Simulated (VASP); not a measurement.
# InSe in VASP: a series of runs, part 2 of 3

VASP 6.6.1.

## Step 4: Single point, PBE+D3(BJ)

File INCAR:

```
  ALGO = Normal
  DIPOL = 0.5 0.5 0.500
  EDIFF = 1E-6
  ENCUT = 520
  GGA = PE
  IDIPOL = 3
  ISIF = 2
  ISMEAR = 0
  IVDW = 12
  LASPH = T
  LCHARG = F
  LDIPOL = T
  LREAL = F
  LWAVE = F
  NBANDS = 27
  NELM = 60
  PREC = Accurate
  SIGMA = 0.02
```

File KPOINTS:

```
k-points
0
Gamma
  9 9 1
```

File POSCAR:

```
InSe
1.0
    3.8250000000      0.0000000000      0.0000000000
   -1.9125000000      3.3125471695      0.0000000000
    0.0000000000      0.0000000000     36.7211901288
Se In
2 2
Direct
    0.0000000000      0.0000000000      0.4250702551
    0.0000000000      0.0000000000      0.5749020002
    0.6666666667      0.3333333333      0.4611131992
    0.6666666667      0.3333333333      0.5388591109
```

Potentials or basis: VASP PAW PBE potentials, release 64 (Se, In_d).

The run is started by

```
$ cat potpaw_PBE.64/Se/POTCAR potpaw_PBE.64/In_d/POTCAR > POTCAR
$ mpirun -np 1 vasp_std > vasp.out
```

OUTCAR:

```text
EDIFF = 1E-6
   ENCUT = 520
   GGA = PE
   ISIF = 2
   ISMEAR = 0
   IVDW = 12
   LASPH = T
   LREAL = F
   NELM = 60
   PREC = Accurate
 IVDW          = 12

 ion  position               nearest neighbor table
   1  0.000  0.000  0.425-   3 2.57   3 2.57   3 2.57
   2  0.000  0.000  0.575-   4 2.57   4 2.57   4 2.57
   3  0.667  0.333  0.461-   1 2.57   1 2.57   1 2.57   4 2.85
   4  0.667  0.333  0.539-   2 2.57   2 2.57   2 2.57   3 2.85

  LATTYP: Found a hexagonal cell.
 ALAT       =     3.8250000000
 C/A-ratio  =     9.6003111448

  Lattice vectors:

 A1 = (   3.8250000000,   0.0000000000,   0.0000000000)
 A2 = (  -1.9125000000,   3.3125471695,   0.0000000000)
 A3 = (   0.0000000000,   0.0000000000,  36.7211901288)

Analysis of symmetry for initial positions (statically):
=====================================================================
 Subroutine PRICEL returns:
 Original cell was already a primitive cell.

 Routine SETGRP: Setting up the symmetry group for a
 hexagonal supercell.

 Subroutine GETGRP returns: Found 12 space group operations
 (whereof  6 operations were pure point group operations)
 out of a pool of 24 trial point group operations.

The static configuration has the point symmetry C_3v.
 The point group associated with its full space group is D_3h.

Analysis of symmetry for dynamics (positions and initial velocities):
=====================================================================
 Subroutine PRICEL returns:
 Original cell was already a primitive cell.

 Routine SETGRP: Setting up the symmetry group for a
 hexagonal supercell.

 Subroutine GETGRP returns: Found 12 space group operations
 (whereof  6 operations were pure point group operations)
 out of a pool of 24 trial point group operations.

The dynamic configuration has the point symmetry C_3v.
 The point group associated with its full space group is D_3h.

 Subroutine INISYM returns: Found 12 space group operations
 (whereof  6 operations are pure point group operations),
 and found     1 'primitive' translations

----------------------------------------------------------------------------------------

                                     Primitive cell

  volume of cell :     465.2756

  direct lattice vectors                    reciprocal lattice vectors
     3.825000000  0.000000000  0.000000000     0.261437908  0.150941247  0.000000000
    -1.912500000  3.312547170  0.000000000     0.000000000  0.301882494  0.000000000
     0.000000000  0.000000000 36.721190129     0.000000000  0.000000000  0.027232233

  length of vectors
     3.825000000  3.825000000 36.721190129     0.301882494  0.301882494  0.027232233

  position of ions in fractional coordinates (direct lattice)
     0.000000000  0.000000000  0.425070255
     0.000000000  0.000000000  0.574902000
     0.666666667  0.333333333  0.461113199
     0.666666667  0.333333333  0.538859111

  ion indices of the primitive-cell ions
   primitive index   ion index
                 1           1
                 2           2
                 3           3
                 4           4

----------------------------------------------------------------------------------------

 KPOINTS: k-points

Automatic generation of k-mesh.
[... 33 lines left out ...]
  0.333333  0.222222  0.000000     12.000000
  0.333333  0.333333  0.000000      2.000000
   k-points           NKPTS =     12   k-points in BZ     NKDIM =     12   number of bands    NBANDS=     27
   number of dos      NEDOS =    301   number of ions     NIONS =      4
   total plane-waves  NPLWV = 219520
   dimension x,y,z NGX =    28 NGY =   28 NGZ =  280
   dimension x,y,z NGXF=    56 NGYF=   56 NGZF=  560
   ions per type =               2   2
   NGX,Y,Z   is equivalent  to a cutoff of  12.17, 12.17, 12.68 a.u.
   NGXF,Y,Z  is equivalent  to a cutoff of  24.34, 24.34, 25.35 a.u.
 SYSTEM =  unknown system
   PREC   = accura    normal or accurate (medium, high low for compatibility)
   ISTART =      0    job   : 0-new  1-cont  2-samecut
   ICHARG =      2    charge: 1-file 2-atom 10-const
   ISPIN  =      1    spin polarized calculation?
   LNONCOLLINEAR =      F non collinear calculations
   LSORBIT =      F    spin-orbit coupling
   LASPH  =      T    aspherical Exc in radial PAW
   ENCUT  =  520.0 eV  38.22 Ry    6.18 a.u.   7.11  7.11 68.28*2*pi/ulx,y,z
   NELM   =     60;   NELMIN=  2; NELMDL= -5     # of ELM steps
   EDIFF  = 0.1E-05   stopping-criterion for ELM
   LREAL  =      F    real-space projection
   EDIFFG = 0.1E-04   stopping-criterion for IOM
   NSW    =      0    number of steps for IOM
   IBRION =     -1    ionic relax: 0-MD 1-quasi-New 2-CG
   NFREE  =      0    steps in history (QN), initial steepest desc. (CG)
   ISIF   =      2    stress and relaxation
   ISYM   =      2    0-nonsym 1-usesym 2-fastsym
   POTIM  = 0.5000    time-step for ionic-motion
   TEBEG  =    0.0;   TEEND  =   0.0 temperature during run
   PSTRESS=    0.0 pullay stress
   NELECT =      38.0000    total number of electrons
   NUPDOWN=      -1.0000    fix difference up-down
   EMIN   =  10.00;   EMAX   =-10.00  energy-range for DOS
   EFERMI =   0.00;   METHOD = LEGACY
   ISMEAR =     0;   SIGMA  =   0.02  broadening in eV -4-tet -1-fermi 0-gaus
   EFERMI_NEDOS =   21; number of points for ismear=-14 and -15
   IALGO  =     38    algorithm
   IMIX   =      4    mixing-type and parameters
     AMIX     =   0.40;   BMIX     =  1.00
     AMIX_MAG =   1.60;   BMIX_MAG =  1.00
  volume/ion in A,a.u.               =     116.32       784.96
  Fermi-wavevector in a.u.,A,eV,Ry     =   0.710285  1.342244  6.864203  0.504505
  Thomas-Fermi vector in A             =   1.797092
   LORBIT       =      0    0 simple, 1 ext, 2 COOP (PROOUT), +10 PAW based schemes
   GGA     = PE    functional components
   LHFCALC =     F    Hartree Fock is set to
   AEXX    =    0.0000 exact exchange contribution
   IVDW    =    12    specifies the selected vdW correction
   LEPSILON=     F    determine dielectric tensor
   LRPA    =     F    only Hartree local field effects (RPA)
 non-spin polarized calculation
 Gauss-broadening in eV      SIGMA  =   0.02
  energy-cutoff  :      520.00
  volume of cell :      465.28
 maximum number of plane-waves:     12633
   NGX = 15   NGY = 15   NGZ =137

 dipolmoment           0.000000      0.000000      0.000000 electrons x Angstroem

 number of electron      37.9999991 magnetization

 dipolmoment           0.000000      0.000000     -0.000012 electrons x Angstroem

 Free energy of the ion-electron system (eV)
  ---------------------------------------------------
  ext. energy  EPLUGINS =         0.00000000
  ---------------------------------------------------
  free energy    TOTEN  =       -13.87676988 eV

  energy without entropy =      -13.87676988  energy(sigma->0) =      -13.87676988

 E-fermi :  -3.5755     XC(G=0):  -2.4562

 val. band max:       -3.7185094207   @ k =   0.0000   0.0000   0.0000
 cond. band min:      -1.5329897371   @ k =   0.0000   0.0000   0.0000
 fundamental gap:      2.1855196835
 Fermi energy:        -3.5754793026

 k-point     1 :       0.0000    0.0000    0.0000
  band No.  band energies     occupation
      1     -17.5710      2.00000
      2     -17.4363      2.00000
      3     -17.4363      2.00000
      4     -17.3785      2.00000
      5     -17.3785      2.00000
      6     -17.3189      2.00000
[... 349 lines left out ...]
     26       4.6963      0.00000
     27       4.7375      0.00000

------------------------ aborting loop because EDIFF is reached ----------------------------------------

 vacuum level on the upper side and lower side of the slab       (xc-potential included)        -0.007        -0.007

 Edisp (eV)   -0.97595

 E8    (eV) :    -0.4702

  FORCE on cell =-STRESS in cart. coord.  units (eV):
  Direction    XX          YY          ZZ          XY          YZ          ZX
  --------------------------------------------------------------------------------------
  -------------------------------------------------------------------------------------
  Total       4.89643     4.89643     0.85589     0.00000     0.00000     0.00000
  in kB      16.86085    16.86085     2.94726     0.00000     0.00000     0.00000
  external pressure =       12.22 kB  Pullay stress =        0.00 kB

 VOLUME and BASIS-vectors are now :
 -----------------------------------------------------------------------------
  energy-cutoff  :      520.00
  volume of cell :      465.28
      direct lattice vectors                 reciprocal lattice vectors
     3.825000000  0.000000000  0.000000000     0.261437908  0.150941247  0.000000000
    -1.912500000  3.312547170  0.000000000     0.000000000  0.301882494  0.000000000
     0.000000000  0.000000000 36.721190129     0.000000000  0.000000000  0.027232233

 POSITION                                       TOTAL-FORCE (eV/Angst)
 -----------------------------------------------------------------------------------
      0.00000      0.00000     15.60909        -0.000000      0.000000     -0.686170
      0.00000      0.00000     21.11109        -0.000000      0.000000      0.686170
      1.91250      1.10418     16.93263         0.000000      0.000000      1.014436
      1.91250      1.10418     19.78755         0.000000      0.000000     -1.014436
 -----------------------------------------------------------------------------------
    total drift:                                0.000000     -0.000000     -0.001584

  FREE ENERGIE OF THE ION-ELECTRON SYSTEM (eV)
  ---------------------------------------------------
  free  energy   TOTEN  =       -14.8527151966 eV

  energy  without entropy=      -14.8527151966  energy(sigma->0) =      -14.85271520

 vacuum level on the upper side and lower side of the slab         2.295         2.295
```

OSZICAR:

```text
N       E                     dE             d eps       ncg     rms          rms(c)
DAV:   1     0.304490057421E+03    0.30449E+03   -0.14625E+04   728   0.107E+03
DAV:   2     0.203110090023E+02   -0.28418E+03   -0.27911E+03   799   0.273E+02
DAV:   3    -0.132645477957E+02   -0.33576E+02   -0.33320E+02   848   0.119E+02
[... 14 lines left out ...]
DAV:  18    -0.138767470070E+02   -0.96949E-05   -0.15177E-07   642   0.223E-03    0.102E-03
DAV:  19    -0.138767633978E+02   -0.16391E-04   -0.41691E-07   547   0.487E-03    0.918E-04
DAV:  20    -0.138767658103E+02   -0.24125E-05   -0.99586E-08   604   0.249E-03    0.509E-04
DAV:  21    -0.138767689485E+02   -0.31382E-05   -0.75383E-08   521   0.205E-03    0.212E-04
DAV:  22    -0.138767698803E+02   -0.93187E-06   -0.19573E-08   577   0.742E-04
   1 F= -.14852715E+02 E0= -.14852715E+02  d E =-.171167E-25
```

Wall time 4.7 min (1 thread of Intel Xeon Platinum 8488C (Sapphire Rapids), shared host); peak memory 0.55 GiB.

Results:

```
Free energy                : -14.8527 eV
Largest force              : 1.014 eV/Å
Band gap on the k mesh     : 2.19 eV
Dispersion energy per atom : -0.244 eV
```

Forces on the atoms (eV/Å):
```
Se   0.000  0.000 -0.686
Se   0.000  0.000  0.686
In   0.000  0.000  1.014
In   0.000  0.000 -1.014
```

Caveat: spin-orbit coupling is left out, which moves the levels of the heavy elements.

## Step 5: Single point, PBE+D3(BJ)

File INCAR:

```
SYSTEM = InSe
PREC = Accurate
ENCUT = 520
EDIFF = 1E-7
ISMEAR = 0
SIGMA = 0.02
LREAL = .False.
LASPH = .True.
NELM = 100
ALGO = Normal
ISIF = 2
LWAVE = .False.
LCHARG = .False.
LDIPOL = .True.
IDIPOL = 3
DIPOL = 0.5 0.5 0.500
GGA = PE
IVDW = 12
NBANDS = 27
```

File KPOINTS:

```
regular mesh
0
Gamma
  9 9 1
  0 0 0
```

File POSCAR:

```
InSe
1.0
    3.8250000000      0.0000000000      0.0000000000
   -1.9125000000      3.3125471695      0.0000000000
    0.0000000000      0.0000000000     36.7211901288
Se In
2 2
Direct
    0.0000000000      0.0000000000      0.4218840838
    0.0000000000      0.0000000000      0.5780881714
    0.6666666667      0.3333333333      0.4594599339
    0.6666666667      0.3333333333      0.5405123784
```

The run is started by

```
$ cat potpaw_PBE.64/Se/POTCAR potpaw_PBE.64/In_d/POTCAR > POTCAR
$ mpirun -np 1 vasp_std > vasp.out
```

It took 6.3 min on 1 thread of Intel Xeon Platinum 8488C (Sapphire Rapids), shared host; peak memory 0.53 GiB.

The run converged. Its results:

```
Free energy                : -14.8353 eV
Largest force              : 0.962 eV/Å
Band gap on the k mesh     : 1.93 eV
Dispersion energy per atom : -0.238 eV
```

Forces in eV/Å, atoms in the order of the input:
```
Se   0.000  0.000 -0.211
Se   0.000  0.000  0.211
In   0.000  0.000  0.962
In   0.000  0.000 -0.962
```

Levels at points of the mesh, in eV from the valence-band top:
| k point | band 16 | band 17 | band 18 | band 19 | band 20 | band 21 | band 22 | band 23 |
| --- | --- | --- | --- | --- | --- | --- | --- | --- |
| (0.00, 0.00, 0.00) | -0.04 | -0.04 | 0.00 | 0.00 | 1.93 | 3.49 | 5.44 | 5.58 |

Caveat: spin-orbit coupling is left out, which moves the levels of the heavy elements.

(Part 2 of 3 ends here.)
